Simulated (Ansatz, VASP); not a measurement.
# GdN: VASP beside Ansatz

```
Gd N
1.0
     0.00000    2.49280    2.49280
     2.49280    0.00000    2.49280
     2.49280    2.49280    0.00000
Gd N
1 1
Cartesian
  2.4928 2.4928 2.4928
  0.0000 0.0000 0.0000
```

Alike in both runs: task single point; functional PBEsol; k mesh 12 × 12 × 12; occupations gaussian, width 0.05 eV; collinear spin.

|  | VASP | Ansatz |
| --- | --- | --- |
| version | VASP 6.6.1 | Ansatz 0.2.0 |
| potentials or method | VASP PAW PBE potentials, release 64 (Gd, N), cutoff 520 eV | scalar-relativistic, plane waves, PAW |
| valence electrons in the cell | 23 | 23 |

```tsv
	VASP	Ansatz	Ansatz less VASP
gap on the k mesh at the Fermi level (eV)	none	none	-
pressure (GPa)	-5.6	-5.6	-0.06
net moment per atom (μB)	3.50	3.50	0.000
size of the moment on the site where the two differ most (μB)	6.81	6.86	+0.051
```

VASP's potentials were made for PBE, not for PBEsol. Site moments also hang on the region over which each program counts them. A gap of «none» marks a metal or a gap that the smearing closes.

Neither program's run includes spin-orbit coupling.
